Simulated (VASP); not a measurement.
Wanted: the native input for a VASP 6.6.1 run.

```yaml
Task: single point
Functional: PBE
Potentials_or_basis: VASP PAW PBE potentials, release 64 (K_sv, Ba_sv, H)
Cutoff: 520 eV
k_mesh: 6 × 6 × 2
Occupations: gaussian, width 0.1 eV
Spin: no spin polarisation
Dipole_correction: no
Further_INCAR_settings: ALGO = Normal; EDIFF = 1e-07; NBANDS = 24
```

The structure of K2BaH3 lies in POSCAR:

```
K2BaH3
1.0
    4.0582776731      0.0000000000      0.0000000000
   -2.0291388365      3.5145715605      0.0000000000
    0.0000000000      0.0000000000     10.0570127034
K Ba H
2 1 3
Direct
    0.3333333333      0.6666666667      0.3394295293
    0.6666666667      0.3333333333      0.6605704707
    0.0000000000      0.0000000000      0.0000000000
    0.3333333333      0.6666666667      0.8403079223
    0.6666666667      0.3333333333      0.1596920777
    0.0000000000      0.0000000000      0.5000000000
```

The cell was generated, and may not be a known phase.

One way to write it, as run:

INCAR

```
SYSTEM = K2BaH3
PREC = Accurate ; ENCUT = 520
EDIFF = 1E-7 ; ISMEAR = 0
SIGMA = 0.1 ; LREAL = .FALSE.
LASPH = .TRUE. ; NELM = 80
ALGO = Normal ; ISIF = 2
LWAVE = .FALSE. ; LCHARG = .TRUE.
GGA = PE ; LELF = .TRUE.
LVHAR = .TRUE. ; NBANDS = 24
```

KPOINTS

```
Automatic mesh
0
G
  6 6 2
  0 0 0
```

Potentials or basis: VASP PAW PBE potentials, release 64 (K_sv, Ba_sv, H).

The run is started by

```sh
$ cat potpaw_PBE.64/K_sv/POTCAR potpaw_PBE.64/Ba_sv/POTCAR potpaw_PBE.64/H/POTCAR > POTCAR
$ mpirun -np 1 vasp_std > vasp.out
```

It gave:

```
Pressure               : 0.1 GPa
Largest force          : 0.035 eV/Å
Band gap on the k mesh : zero (an odd number of electrons rules out a gap without spin polarisation)
```

Caveat: spin-orbit coupling is left out, which moves the levels of the heavy elements.

Wall time 45 s on 1 thread of Oxide Virtual Turin-like Processor, on a shared host, peak memory 0.24 GiB.
